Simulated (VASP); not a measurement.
C:

```
C
1.0
     2.56785    0.00000    0.00000
    -1.28392    2.22382    0.00000
     0.00000    0.00000    4.16775
C
2
Direct
  0.33333 0.66667 0.25000
  0.66667 0.33333 0.75000
```

- Program: VASP 6.6.1
- Task: relaxation of cell and atoms
- Functional: PBE
- Potentials or basis: VASP PAW PBE potentials, release 64 (C)
- Cutoff: 600 eV
- k mesh: 9 × 9 × 4
- Occupations: gaussian, width 0.1 eV
- Spin: no spin polarisation

At the start: pressure -30.1 GPa; volume 11.90 Å³/atom.

Where does the relaxation end?

Over 11 steps the energy falls by 746.2 meV/atom and the volume is 6.79 Å³/atom (-43.0 %); space group P6_3/mmc (No. 194, to 0.05 Å).

Step by step:
| step | energy change (eV) | largest force (eV/Å) | pressure (GPa) | volume (Å³) |
| --- | --- | --- | --- | --- |
| 1 | 0.0000 | 0.0000 | -30.06 | 23.80 |
| 2 | -1.2035 | 0.0000 | -21.39 | 16.91 |
| 3 | -1.4284 | 0.0000 | -7.40 | 14.44 |
| 4 | -1.4449 | 0.0000 | 1.71 | 13.50 |
| 5 | -1.4462 | 0.0000 | -0.57 | 13.70 |
| 6 | -1.4912 | 0.0000 | 0.30 | 13.52 |
| 7 | -1.4920 | 0.0000 | 0.60 | 13.50 |
| 8 | -1.4915 | 0.0000 | 1.48 | 13.47 |
| 9 | -1.4922 | 0.0000 | 0.81 | 13.49 |
| 10 | -1.4921 | 0.0000 | 0.72 | 13.50 |
| 11 | -1.4923 | 0.0000 | -0.17 | 13.57 |

Final structure:
```
C
1.0
     2.10767    0.00000    0.00000
    -1.05384    1.82530    0.00000
     0.00000    0.00000    3.52730
C
2
Direct
  0.33333 0.66667 0.25000
  0.66667 0.33333 0.75000
```

Caveat: the k points lie up to 0.45 Å⁻¹ apart in the final cell; the volume moved by over 15 % at a fixed basis, so the end points are rough.
